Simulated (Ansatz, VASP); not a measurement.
**Two plane-wave programs on Sb**

```
CELL_PARAMETERS angstrom
3.09068 0.00000 0.00000
0.00000 3.09068 0.00000
0.00000 0.00000 3.18417
ATOMIC_POSITIONS crystal
Sb 0.00000 0.00000 0.00000
```

Alike in both runs: task relaxation of cell and atoms; functional PBE; k mesh 18 × 18 × 18; occupations gaussian, width 0.1 eV; no spin polarisation.

|  | VASP | Ansatz |
| --- | --- | --- |
| version | VASP 6.6.1 | Ansatz 0.2.0 |
| potentials or method | VASP PAW PBE potentials, release 64 (Sb), cutoff 600 eV | scalar-relativistic, plane waves, PAW |
| valence electrons in the cell | 5 | 15 |

```csv
,VASP,Ansatz,Ansatz less VASP
"gap on the k mesh at the Fermi level, each at its own relaxed structure (eV)",none,none,-
relaxed volume (Å³/atom),30.05,30.07,+0.021
relaxed cell length with the largest relative difference (Å),3.109,3.110,+0.0009
```

A gap of «none» marks a metal or a gap that the smearing closes. VASP's potentials hold 5 valence electrons a cell and Ansatz's 15, so a difference there can come from the potentials and not from the codes.

Neither program's run includes spin-orbit coupling.
